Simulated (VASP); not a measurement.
A run of VASP 6.6.1 is set up as follows.

POSCAR

```
Hg
1.0
    5.4667000000      0.0000000000      0.0000000000
   -2.7333500000      4.7343000000      0.0000000000
    0.0000000000      0.0000000000      3.1852200000
Hg
3
Direct
    0.3333333333      0.6666666667      0.5000000000
    0.6666666667      0.3333333333      0.5000000000
    0.0000000000      0.0000000000      0.0000000000
```

The input INCAR.step1:

```
  ALGO = Normal
  EDIFF = 1E-4
  ENCUT = 520
  GGA = PE
  ISMEAR = 1
  ISPIN = 2
  LASPH = True
  LCHARG = False
  LREAL = False
  LWAVE = True
  MAGMOM = 0 0 0
  NBANDS = 29
  NELM = 150
  PREC = Accurate
  SIGMA = 0.1
```

INCAR.step2

```
  ALGO = Normal
  EDIFF = 1E-6
  ENCUT = 520
  ISIF = 2
  ISMEAR = 1
  ISPIN = 2
  ISTART = 1
  LASPH = True
  LCHARG = False
  LMIXTAU = True
  LORBIT = 11
  LREAL = False
  LWAVE = False
  MAGMOM = 0 0 0
  METAGGA = R2SCAN
  NBANDS = 29
  NELM = 150
  PREC = Accurate
  SIGMA = 0.1
```

KPOINTS

```
k-points
0
Gamma
  5 5 7
```

Potentials or basis: VASP PAW PBE potentials, release 64 (Hg).

Run with:

```sh
$ cat potpaw_PBE.64/Hg/POTCAR > POTCAR
$ cp INCAR.step1 INCAR
$ mpirun -np 1 vasp_std > vasp.out
$ cp INCAR.step2 INCAR
$ mpirun -np 1 vasp_std > vasp.out
```

(1) Predict the band gap on the k mesh.

(2) Predict the net moment.

(3) Predict the pressure.

Results:

(1) zero (filled and empty bands overlap).

(2) 0.00 μB per cell.

(3) -0.2 GPa.

Caveat: the PAW data sets were made with another functional, which shifts forces and pressure a little; spin-orbit coupling is left out, which moves the levels of the heavy elements.
